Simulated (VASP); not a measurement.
A run of VASP 6.6.1 is set up as follows.

Contents of INCAR:

```
PREC = Accurate
ENCUT = 520
EDIFF = 1E-6
ISMEAR = -1
SIGMA = 0.01
LREAL = False
LASPH = True
NELM = 120
ALGO = Normal
ISIF = 2
LWAVE = False
LCHARG = False
GGA = PS
NELECT = 216.0
NBANDS = 128
GGA_COMPAT = False
```

File KPOINTS:

```
Automatic mesh
0
Gamma
  1 1 1
  0.25 0.25 0.25
```

POSCAR

```
NaTa8O20
1.0
    0.0000000000     11.9846651819      3.5696847681
    5.7020527302      0.0000000000      3.5696847681
    5.7020527302     11.9846651819      0.0000000000
Ta O Na
8 20 1
Direct
    0.1032881953      0.4025377109      0.7577741571
    0.6001634225      0.9000561330      0.2607046596
    0.3985735730      0.1018314605      0.7465900466
    0.8997202422      0.6036945633      0.2450921712
    0.2379425687      0.2586321043      0.4054266939
    0.7404406787      0.7601146722      0.9029105789
    0.2552156440      0.2456765113      0.1014943102
    0.7616504597      0.7516302883      0.5950602032
    0.3141635354      0.6879122756      0.5799199689
    0.8022457653      0.2002501980      0.0749703182
    0.1950920431      0.8069927741      0.9262893497
    0.6819487769      0.3204790333      0.4297404444
    0.4160534132      0.5861044377      0.1889184416
    0.9202514601      0.0815396271      0.6957586304
    0.0879581150      0.9177782536      0.3052071952
    0.5678233004      0.4378461455      0.8179848272
    0.3986393746      0.0677565931      0.3361667808
    0.9331067814      0.6018818329      0.8018459591
    0.0686977751      0.4120875188      0.2027596054
    0.5919142441      0.9355671258      0.6797587626
    0.1923274435      0.3391276493      0.5705241803
    0.6669197746      0.8129242118      0.0962187280
    0.3088473895      0.1922657617      0.9238624817
    0.8136017154      0.6961677137      0.4193815692
    0.2391825681      0.2391155198      0.7608160250
    0.7626501692      0.7638024026      0.2374851922
    0.2511990206      0.2323805008      0.2547960126
    0.7759006977      0.7547984576      0.7305962069
    0.2012303540      0.8028868425      0.3961394306
```

Potentials or basis: VASP PAW PBE potentials, release 64 (Ta_pv, O, Na_pv).

Run with:

```console
$ cat potpaw_PBE.64/Ta_pv/POTCAR potpaw_PBE.64/O/POTCAR potpaw_PBE.64/Na_pv/POTCAR > POTCAR
$ mpirun -np 1 vasp_std > vasp.out
```

Problem. What does it give for the largest force?

Solution. 0.223 eV/Å.

Forces in eV/Å, atoms in the order of the input:
```
Ta   0.065 -0.002 -0.028
Ta   0.073  0.004  0.009
Ta  -0.033 -0.031  0.043
Ta  -0.057  0.013  0.038
Ta   0.098 -0.030  0.198
Ta   0.137 -0.031  0.130
Ta  -0.155  0.036 -0.093
Ta  -0.136  0.038 -0.065
O    0.090  0.056  0.034
O    0.078  0.029  0.005
O   -0.082 -0.033  0.010
O   -0.071 -0.041 -0.032
O    0.050 -0.037 -0.065
O    0.070 -0.022 -0.133
O   -0.052  0.052  0.076
O   -0.044  0.042  0.095
O   -0.109  0.059 -0.037
O   -0.119  0.071  0.005
O    0.141 -0.086 -0.011
O    0.101 -0.058  0.005
O   -0.101 -0.069 -0.019
O   -0.093 -0.084 -0.025
O    0.086  0.029 -0.018
O    0.115  0.028 -0.019
O   -0.028  0.041 -0.015
O   -0.029  0.026  0.004
O   -0.006  0.015 -0.050
O    0.009 -0.019 -0.032
Na   0.000  0.004 -0.008
```

Caveat: the cell carries a net charge on a neutralising background, which shifts energy and pressure; the PAW data sets were made with another functional, which shifts forces and pressure a little.
